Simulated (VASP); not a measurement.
# Pd in VASP: further runs, part 2 of 3

VASP 6.6.1.

**3. Electric field gradients, PBEsol (zz strain of +2 %)**

Input file INCAR:

```
SYSTEM = Pd
  PREC = Accurate
  ENCUT = 520
  EDIFF = 1E-8
  ISMEAR = -1
  SIGMA = 0.05
  LREAL = .FALSE.
  LASPH = .TRUE.
  NELM = 60
  ALGO = Normal
  ISIF = 2
  LWAVE = .FALSE.
  LCHARG = .FALSE.
  GGA = PS
  LEFG = .TRUE.
  NBANDS = 11
```

Input file KPOINTS:

```
regular mesh
0
G
  18 18 18
  0 0 0
```

Input file POSCAR:

```
Pd
1.0
    0.0000000000      1.9449000000      1.9837980000
    1.9449000000      0.0000000000      1.9837980000
    1.9449000000      1.9449000000      0.0000000000
Pd
1
Direct
    0.0000000000      0.0000000000      0.0000000000
```

Potentials or basis: VASP PAW PBE potentials, release 64 (Pd).

On the command line:

```bash
$ cat potpaw_PBE.64/Pd/POTCAR > POTCAR
$ mpirun -np 1 vasp_std > vasp.out
```

OUTCAR:

```text
SYSTEM = Pd
   PREC = Accurate
   ENCUT = 520
   EDIFF = 1E-8
   ISMEAR = -1
   LREAL = .FALSE.
   LASPH = .TRUE.
   NELM = 60
   ISIF = 2
   GGA = PS

 ion  position               nearest neighbor table
   1  0.000  0.000  0.000-

  LATTYP: Found a body centered tetragonal cell.
 ALAT       =     2.7505039575
 C/A-ratio  =     1.4424978336

  Lattice vectors:

 A1 = (  -1.9449000000,   0.0000000000,   1.9837980000)
 A2 = (   1.9449000000,   0.0000000000,   1.9837980000)
 A3 = (   0.0000000000,   1.9449000000,  -1.9837980000)

Analysis of symmetry for initial positions (statically):
[... 542 lines left out ...]

  FREE ENERGIE OF THE ION-ELECTRON SYSTEM (eV)
  ---------------------------------------------------
  free  energy   TOTEN  =        -5.9630784315 eV

  energy  without entropy=       -5.9445017001  energy(sigma->0) =       -5.95379007

 Electric field gradients (V/A^2)
---------------------------------------------------------------------
 ion       V_xx      V_yy      V_zz      V_xy      V_xz      V_yz
---------------------------------------------------------------------
   1       1.089     1.089    -2.177    -0.001     0.001     0.001
---------------------------------------------------------------------

 Electric field gradients after diagonalization (V/A^2)
 (convention: |V_zz| > |V_xx| > |V_yy|)
----------------------------------------------------------------------
 ion       V_xx      V_yy      V_zz     asymmetry (V_yy - V_xx)/ V_zz
----------------------------------------------------------------------
   1       1.090     1.087    -2.177       0.001
----------------------------------------------------------------------

           NMR quadrupolar parameters

 Cq : quadrupolar parameter    Cq=e*Q*V_zz/h
 eta: asymmetry parameters     (V_yy - V_xx)/ V_zz
 Q  : nuclear electric quadrupole moment in mb (millibarn)
----------------------------------------------------------------------
 ion       Cq(MHz)       eta       Q (mb)
----------------------------------------------------------------------
   1      -0.005       0.001       1.000
----------------------------------------------------------------------
```

stdout:

```text
POSCAR found type information on POSCAR Pd
 POSCAR found :  1 types and       1 ions
 scaLAPACK will be used
 -----------------------------------------------------------------------------
|                                                                             |
|                                                                             |
|     You enforced a specific xc type in the INCAR file but a different       |
|     I HOPE YOU KNOW WHAT YOU ARE DOING!                                     |
|                                                                             |
 -----------------------------------------------------------------------------

 LDA part: xc-table for (Slater+PW92), standard interpolation
 POSCAR, INCAR and KPOINTS ok, starting setup
 FFT: planning ... GRIDC
 FFT: planning ... GRID_SOFT
 FFT: planning ... GRID
 WAVECAR not read
 entering main loop
ion   1
```

Run time: 96 s. Hardware: 1 thread of AMD EPYC 7R43 (Zen 3), shared host; peak memory 0.16 GiB.

What came out:

```yaml
Free_energy: -5.9631 eV
Pressure: -6.1 GPa
Band_gap_on_the_k_mesh: zero (band 5 reaches 9.68 eV, above the bottom of band 6 at 8.12 eV)
```

Levels at points of the mesh, in eV from the Fermi level:
```tsv
k point	band 3	band 4	band 5	band 6	band 7	band 8
(0.00, 0.00, 0.00)	-2.72	-2.72	-1.29	-1.10	17.12	21.48
(0.50, 0.00, 0.00)	-2.73	-0.06	0.01	0.96	7.13	16.45
(0.50, 0.50, 0.00)	-0.04	0.27	0.27	3.00	10.18	13.26
(0.50, 0.00, 0.50)	-0.05	0.22	0.35	3.38	10.71	12.84
```

Electric field gradients, principal values (V/Å²):
```csv
atom,least,middle,greatest (by size)
1 Pd,1.087,1.090,-2.177
```

Caveat: the cell differs from its parent crystal (zz strain of +2 %); without QUAD_EFG the Cq values of the log hold for a quadrupole moment of 1 mb, not for the nuclei; the PAW data sets were made with another functional, which shifts forces and pressure a little.

**4. Electric field gradients, PBEsol (zz strain of +2 %)**

Input file INCAR:

```
ALGO = Normal
EDIFF = 1E-8
ENCUT = 520
GGA = PS
ISIF = 2
ISMEAR = -1
LASPH = T
LCHARG = F
LEFG = T
LREAL = F
LWAVE = F
NBANDS = 11
NELM = 60
PREC = Accurate
SIGMA = 0.05
```

Input file KPOINTS:

```
k-points
0
Gamma
  18 18 18
```

POSCAR is that of step 3.

Potentials or basis: VASP PAW PBE potentials, release 64 (Pd).

On the command line:

```bash
$ cat potpaw_PBE.64/Pd/POTCAR > POTCAR
$ mpirun -np 1 vasp_std > vasp.out
```

OUTCAR:

```text
EDIFF = 1E-8
   ENCUT = 520
   GGA = PS
   ISIF = 2
   ISMEAR = -1
   LASPH = T
   LREAL = F
   NELM = 60
   PREC = Accurate

 ion  position               nearest neighbor table
   1  0.000  0.000  0.000-

  LATTYP: Found a body centered tetragonal cell.
 ALAT       =     2.7505039575
 C/A-ratio  =     1.4424978336

  Lattice vectors:

 A1 = (  -1.9449000000,   0.0000000000,   1.9837980000)
 A2 = (   1.9449000000,   0.0000000000,   1.9837980000)
 A3 = (   0.0000000000,   1.9449000000,  -1.9837980000)

Analysis of symmetry for initial positions (statically):
=====================================================================
 Subroutine PRICEL returns:
 Original cell was already a primitive cell.

 Routine SETGRP: Setting up the symmetry group for a
 body centered tetragonal supercell.

 Subroutine GETGRP returns: Found 16 space group operations
 (whereof 16 operations were pure point group operations)
 out of a pool of 16 trial point group operations.

The static configuration has the point symmetry D_4h.

Analysis of symmetry for dynamics (positions and initial velocities):
=====================================================================
 Subroutine PRICEL returns:
 Original cell was already a primitive cell.

 Routine SETGRP: Setting up the symmetry group for a
 body centered tetragonal supercell.

 Subroutine GETGRP returns: Found 16 space group operations
 (whereof 16 operations were pure point group operations)
 out of a pool of 16 trial point group operations.

The dynamic configuration has the point symmetry D_4h.

 Subroutine INISYM returns: Found 16 space group operations
 (whereof 16 operations are pure point group operations),
 and found     1 'primitive' translations

----------------------------------------------------------------------------------------

                                     Primitive cell

  volume of cell :      15.0080

  direct lattice vectors                    reciprocal lattice vectors
     0.000000000  1.944900000  1.983798000    -0.257082626  0.257082626  0.252041791
     1.944900000  0.000000000  1.983798000     0.257082626 -0.257082626  0.252041791
     1.944900000  1.944900000  0.000000000     0.257082626  0.257082626 -0.252041791

  length of vectors
     2.778145157  2.778145157  2.750503957     0.442388989  0.442388989  0.442388989

  position of ions in fractional coordinates (direct lattice)
     0.000000000  0.000000000  0.000000000

  ion indices of the primitive-cell ions
   primitive index   ion index
                 1           1

----------------------------------------------------------------------------------------

 KPOINTS: k-points

Automatic generation of k-mesh.
 Grid dimensions read from file:
 generate k-points for:   18   18   18

 Generating k-lattice:

  Cartesian coordinates                     Fractional coordinates (reciprocal lattice)
    -0.014282368  0.014282368  0.014002322     0.055555556  0.000000000  0.000000000
     0.014282368 -0.014282368  0.014002322     0.000000000  0.055555556  0.000000000
[... 67 lines left out ...]
   TEBEG  =    0.0;   TEEND  =   0.0 temperature during run
   PSTRESS=    0.0 pullay stress
   NELECT =      10.0000    total number of electrons
   NUPDOWN=      -1.0000    fix difference up-down
   EMIN   =  10.00;   EMAX   =-10.00  energy-range for DOS
   EFERMI =   0.00;   METHOD = LEGACY
   ISMEAR =    -1;   SIGMA  =   0.05  broadening in eV -4-tet -1-fermi 0-gaus
   EFERMI_NEDOS =   21; number of points for ismear=-14 and -15
   IALGO  =     38    algorithm
   IMIX   =      4    mixing-type and parameters
     AMIX     =   0.40;   BMIX     =  1.00
     AMIX_MAG =   1.60;   BMIX_MAG =  1.00
  volume/ion in A,a.u.               =      15.01       101.28
  Fermi-wavevector in a.u.,A,eV,Ry     =   1.429884  2.702089 27.818043  2.044568
  Thomas-Fermi vector in A             =   2.549789
   LORBIT       =      0    0 simple, 1 ext, 2 COOP (PROOUT), +10 PAW based schemes
   GGA     = PS    functional components
   LHFCALC =     F    Hartree Fock is set to
   AEXX    =    0.0000 exact exchange contribution
   IVDW    =     0    specifies the selected vdW correction
   LEPSILON=     F    determine dielectric tensor
   LRPA    =     F    only Hartree local field effects (RPA)
 non-spin polarized calculation
  energy-cutoff  :      520.00
  volume of cell :       15.01
 maximum number of plane-waves:       416
 NGX is ok and might be reduce to    24
   NGX = 11   NGY = 11   NGZ = 11

 number of electron      10.0000000 magnetization

 number of electron       9.9999998 magnetization

 Free energy of the ion-electron system (eV)
  ---------------------------------------------------
  ext. energy  EPLUGINS =         0.00000000
  ---------------------------------------------------
  free energy    TOTEN  =        -5.96307843 eV

  energy without entropy =       -5.94450170  energy(sigma->0) =       -5.95379007

 E-fermi :   9.3330     XC(G=0): -13.2727

 val. band max:        9.3322560296   @ k =   0.3889  -0.0000   0.0556
 cond. band min:       9.3339387958   @ k =   0.5000   0.0000   0.0556
 fundamental gap:      0.0016827663
 Fermi energy:         9.3330125964

 k-point     1 :       0.0000    0.0000    0.0000
  band No.  band energies     occupation
      1       2.2246      2.00000
      2       6.4311      2.00000
      3       6.6169      2.00000
      4       6.6169      2.00000
      5       8.0421      2.00000
      6       8.2348      2.00000
      7      26.4539      0.00000
      8      30.8171      0.00000
      9      31.2702      0.00000
     10      31.2702      0.00000
     11      35.4707      0.00000
[... 309 lines left out ...]
 k-point    24 :      -0.2222    0.0556    0.0000
  band No.  band energies     occupation
      1       3.9382      2.00000
      2       6.3319      2.00000
      3       6.7942      2.00000
      4       6.9840      2.00000
      5       8.0561      2.00000
      6       8.5039      2.00000
      7      24.0106      0.00000
      8      27.3923      0.00000
      9      31.1690      0.00000
     10      33.7437      0.00000
     11      34.2034      0.00000

 [... further k-points ...]
[... 5 lines left out ...]
  --------------------------------------------------------------------------------------
  -------------------------------------------------------------------------------------
  Total       -0.5326269     -0.5326269     -0.6460431      0.0000000     -0.0000000      0.0000000
  in kB      -56.8606276    -56.8606276    -68.9683844      0.0000000     -0.0000000      0.0000000
  external PRESSURE =     -60.8965465 kB  Pullay stress =       0.0000000 kB

 VOLUME and BASIS-vectors are now :
 -----------------------------------------------------------------------------
  energy-cutoff  :      520.00
  volume of cell :       15.01
      direct lattice vectors                 reciprocal lattice vectors
     0.000000000  1.944900000  1.983798000    -0.257082626  0.257082626  0.252041791
     1.944900000  0.000000000  1.983798000     0.257082626 -0.257082626  0.252041791
     1.944900000  1.944900000  0.000000000     0.257082626  0.257082626 -0.252041791

 POSITION                                       TOTAL-FORCE (eV/Angst)
 -----------------------------------------------------------------------------------
      0.00000      0.00000      0.00000        -0.000000      0.000000      0.000000
 -----------------------------------------------------------------------------------
    total drift:                               -0.000000     -0.000000     -0.000000

  FREE ENERGIE OF THE ION-ELECTRON SYSTEM (eV)
  ---------------------------------------------------
  free  energy   TOTEN  =        -5.9630784315 eV

  energy  without entropy=       -5.9445017001  energy(sigma->0) =       -5.95379007

 Electric field gradients (V/A^2)
---------------------------------------------------------------------
 ion       V_xx      V_yy      V_zz      V_xy      V_xz      V_yz
---------------------------------------------------------------------
   1       1.089     1.089    -2.177    -0.001     0.001     0.001
---------------------------------------------------------------------

 Electric field gradients after diagonalization (V/A^2)
 (convention: |V_zz| > |V_xx| > |V_yy|)
----------------------------------------------------------------------
 ion       V_xx      V_yy      V_zz     asymmetry (V_yy - V_xx)/ V_zz
----------------------------------------------------------------------
   1       1.090     1.087    -2.177       0.001
----------------------------------------------------------------------

           NMR quadrupolar parameters

 Cq : quadrupolar parameter    Cq=e*Q*V_zz/h
 eta: asymmetry parameters     (V_yy - V_xx)/ V_zz
 Q  : nuclear electric quadrupole moment in mb (millibarn)
----------------------------------------------------------------------
 ion       Cq(MHz)       eta       Q (mb)
----------------------------------------------------------------------
   1      -0.005       0.001       1.000
----------------------------------------------------------------------
```

stdout:

```text
POSCAR found type information on POSCAR Pd
 POSCAR found :  1 types and       1 ions
 scaLAPACK will be used
 -----------------------------------------------------------------------------
|                                                                             |
|                                                                             |
|     You enforced a specific xc type in the INCAR file but a different       |
|     I HOPE YOU KNOW WHAT YOU ARE DOING!                                     |
|                                                                             |
 -----------------------------------------------------------------------------

 LDA part: xc-table for (Slater+PW92), standard interpolation
 POSCAR, INCAR and KPOINTS ok, starting setup
 FFT: planning ... GRIDC
 FFT: planning ... GRID_SOFT
 FFT: planning ... GRID
 WAVECAR not read
 entering main loop
ion   1
```

It took 93 s on 1 thread of AMD EPYC 7R43 (Zen 3), shared host; peak memory 0.16 GiB.

Results:

- Free energy: -5.9631 eV
- Pressure: -6.1 GPa
- Band gap on the k mesh: zero (band 5 reaches 9.68 eV, above the bottom of band 6 at 8.12 eV)

Stress tensor (GPa, compression positive):
```
-5.69  0.00  0.00
 0.00 -5.69  0.00
 0.00  0.00 -6.90
```

Electric field gradients, principal values (V/Å²):
```tsv
atom	least	middle	greatest (by size)
1 Pd	1.087	1.090	-2.177
```

Caveat: the cell differs from its parent crystal (zz strain of +2 %); without QUAD_EFG the Cq values of the log hold for a quadrupole moment of 1 mb, not for the nuclei; the PAW data sets were made with another functional, which shifts forces and pressure a little.

(Continued in part 3 of 3.)
